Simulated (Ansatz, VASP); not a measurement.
## One calculation of AlIn3Sb2, two programs

Contents of INCAR:

```
PREC = Accurate ; ENCUT = 520
EDIFF = 1E-6 ; ISMEAR = 0
SIGMA = 0.1 ; LREAL = F
LASPH = T ; NELM = 80
ALGO = Normal ; ISIF = 2
LWAVE = F ; LCHARG = T
GGA = PE ; LELF = T
LVHAR = T ; NBANDS = 35
```

KPOINTS

```
regular mesh
0
Gamma
  3 3 3
```

Contents of POSCAR:

```
AlIn3Sb2
1.0
    4.1856628600      2.4165935800      2.9719626900
   -4.1856628600      2.4165935800      2.9719626900
    0.0000000000     -4.8331871600      2.9719626900
Al In Sb
1 3 2
Direct
    0.5000000000      0.5000000000      0.5000000000
    0.0000000000      0.5000000000      0.0000000000
    0.0000000000      0.0000000000      0.5000000000
    0.5000000000      0.0000000000      0.0000000000
    0.7708021400      0.7708021400      0.7708021400
    0.2291978600      0.2291978600      0.2291978600
```

Input for Ansatz:

```yaml
crystal:
  lattice:
    - [4.18566286, 2.41659358, 2.97196269]
    - [-4.18566286, 2.41659358, 2.97196269]
    - [0.0, -4.83318716, 2.97196269]
  atoms:
    - { symbol: Al, position: [0.5, 0.5, 0.5] }
    - { symbol: In, position: [0.0, 0.5, 0.0] }
    - { symbol: In, position: [0.0, 0.0, 0.5] }
    - { symbol: In, position: [0.5, 0.0, 0.0] }
    - { symbol: Sb, position: [0.77080214, 0.77080214, 0.77080214] }
    - { symbol: Sb, position: [0.22919786, 0.22919786, 0.22919786] }
basis:
  ecutwfc: 420
kpoints:
  mp_grid: { grid: [3, 3, 3] }
hamiltonian:
  xc: pbe
scf:
  occupations: { method: gaussian, width: 0.1 }
  lower_state_search: "off"
output:
  forces: true
  stress: true
  eigenvalues: true
```

Change from the starting cell: species swapped into the Ag3AuS2 type (R-3m, No. 166).

Alike in both runs: task single point; functional PBE; k mesh 3 × 3 × 3; occupations gaussian, width 0.1 eV; no spin polarisation.

|  | VASP | Ansatz |
| --- | --- | --- |
| version | VASP 6.6.1 | Ansatz 0.2.0 |
| potentials or method | VASP PAW PBE potentials, release 64 (Al, In_d, Sb), cutoff 520 eV | scalar-relativistic, plane waves, PAW |
| valence electrons in the cell | 52 | 72 |

Ansatz gave:

* gap on the k mesh at the Fermi level (eV): none
* pressure (GPa): 17.6
* traceless stress, the component that is largest in VASP (GPa): -7.04
* rms of the force components (eV/Å): 0.033

Problem. Estimate VASP's values.

Solution. gap on the k mesh at the Fermi level (eV): none; pressure (GPa): 17.6; traceless stress, the component that is largest in VASP (GPa): -6.77; rms of the force components (eV/Å): 0.060.

Atom by atom the forces differ by 0.027 eV/Å (rms over components). A gap of «none» marks a metal or a gap that the smearing closes. VASP's potentials hold 52 valence electrons a cell and Ansatz's 72, so a difference there can come from the potentials and not from the codes.

The k mesh is coarse, so the values compare programs but aren't converged. Neither program's run includes spin-orbit coupling.
